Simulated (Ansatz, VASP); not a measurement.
## B5W2: VASP beside Ansatz

```xyz
7
Lattice="1.5509 0.8954 7.1048 -1.5509 0.8954 7.1048 0.0000 -1.7908 7.1048" Properties=species:S:1:pos:R:3 pbc="T T T"
B     0.0000    0.0000    3.9495
B     0.0000    0.0000   17.3649
B     0.0000    0.0000    7.0599
B     0.0000    0.0000   14.2544
B     0.0000    0.0000   10.6572
W     0.0000    0.0000    1.6175
W     0.0000    0.0000   19.6969
```

Alike in both runs: functional PBE; k mesh 6 × 6 × 6; occupations gaussian, width 0.1 eV; no spin polarisation.

Ansatz relaxed the structure, and its values are those at the end. VASP's run is a single point on that final structure, the one shown.

|  | VASP | Ansatz |
| --- | --- | --- |
| version | VASP 6.6.1 | Ansatz 0.2.0 |
| potentials or method | VASP PAW PBE potentials, release 64 (B, W_sv), cutoff 520 eV | scalar-relativistic, plane waves, PAW |
| valence electrons in the cell | 43 | 43 |

```tsv
	VASP	Ansatz	Ansatz less VASP
gap on the k mesh at the Fermi level (eV)	none	none	-
pressure (GPa)	0.6	0.1	-0.46
```

A gap of «none» marks a metal or a gap that the smearing closes. The functional is the same, so the differences come from potentials, cutoffs and numerics.

The k mesh is coarse, so the values compare programs but aren't converged. Neither program's run includes spin-orbit coupling.
